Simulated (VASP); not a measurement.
Wanted: the native input for a VASP 6.6.1 run.

| Quantity | Value |
| --- | --- |
| Task | single point |
| Functional | LDA |
| Potentials or basis | VASP PAW LDA potentials, release 64 (Si) |
| Cutoff | 520 eV |
| k mesh | 12 × 12 × 6 |
| Occupations | gaussian, width 0.03 eV |
| Spin | no spin polarisation |
| Dipole correction | no |
| Further INCAR settings | ALGO = Normal; EDIFF = 1e-06; NBANDS = 16 |

The structure of Si lies in POSCAR:

```
Si
1.0
    4.0952913888      0.0000000000      0.0000000000
   -2.0476456944      3.5466263786      0.0000000000
    0.0000000000      0.0000000000      5.4192990949
Si
4
Direct
    0.3333333333      0.6666666667      0.0391837161
    0.6666666667      0.3333333333      0.5391837161
    0.3333333333      0.6666666667      0.4608162839
    0.6666666667      0.3333333333      0.9608162839
```

This isn't the form of Si at room conditions, which is diamond.

This cell differs from its parent crystal: atoms shifted along a free coordinate, c/a of the conventional cell at fixed volume 1.3233.

These files were run (other wordings do the same):

INCAR

```
ALGO = Normal
EDIFF = 1E-6
ENCUT = 520
ISIF = 2
ISMEAR = 0
LASPH = True
LCHARG = False
LREAL = False
LWAVE = False
NBANDS = 16
NELM = 100
PREC = Accurate
SIGMA = 0.03
```

KPOINTS

```
k-points
0
Gamma
  12 12 6
```

Potentials or basis: VASP PAW LDA potentials, release 64 (Si).

Command:

```console
$ cat potpaw_LDA.64/Si/POTCAR > POTCAR
$ mpirun -np 1 vasp_std > vasp.out
```

It gave:

* Pressure: -0.3 GPa
* Largest force: 0.175 eV/Å
* Band gap on the k mesh: zero (bands 8 and 9 overlap by 1.04 eV)

It took 110 s on 1 thread of Intel(R) Xeon(R) Platinum 8488C (Sapphire Rapids), with other jobs on the host, peak memory 0.19 GiB.
